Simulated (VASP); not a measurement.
Set up this calculation in VASP 6.6.1, as the native input.

| Property | Result |
| --- | --- |
| Task | single point |
| Functional | LDA |
| Potentials or basis | VASP PAW LDA potentials, release 64 (Hf_pv, C) |
| Cutoff | 520 eV |
| k mesh | 14 × 14 × 14 |
| Occupations | fermi-dirac, width 0.05 eV |
| Spin | no spin polarisation |
| Dipole correction | no |
| Further INCAR settings | ALGO = Normal; EDIFF = 1e-06; NBANDS = 14 |

The structure of HfC lies in POSCAR:

```
HfC
1.0
    0.0000000000      2.3171388429      2.3171388429
    2.3171388429      0.0000000000      2.3171388429
    2.3171388429      2.3171388429      0.0000000000
Hf C
1 1
Direct
    0.0000000000      0.0000000000      0.0000000000
    0.5000000000      0.5000000000      0.5000000000
```

These files were run (other wordings do the same):

INCAR

```
SYSTEM = HfC
ALGO = Normal
EDIFF = 1E-6
ENCUT = 520
ISIF = 2
ISMEAR = -1
LASPH = .True.
LCHARG = .False.
LREAL = .False.
LWAVE = .False.
NBANDS = 14
NELM = 80
PREC = Accurate
SIGMA = 0.05
```

KPOINTS

```
k-points
0
Gamma
  14 14 14
  0 0 0
```

Potentials or basis: VASP PAW LDA potentials, release 64 (Hf_pv, C).

The run is started by

```sh
$ cat potpaw_LDA.64/Hf_pv/POTCAR potpaw_LDA.64/C/POTCAR > POTCAR
$ mpirun -np 1 vasp_std > vasp.out
```

It gave:

```yaml
Pressure: -9.4 GPa
Band_gap_on_the_k_mesh: zero (bands 7 and 8 overlap by 1.43 eV)
```

Caveat: the cell stands under tension; spin-orbit coupling is left out, which moves the levels of the heavy elements.

Run time: 33 s on 1 thread of Intel Xeon 8259CL (shared host), peak memory 0.15 GiB.
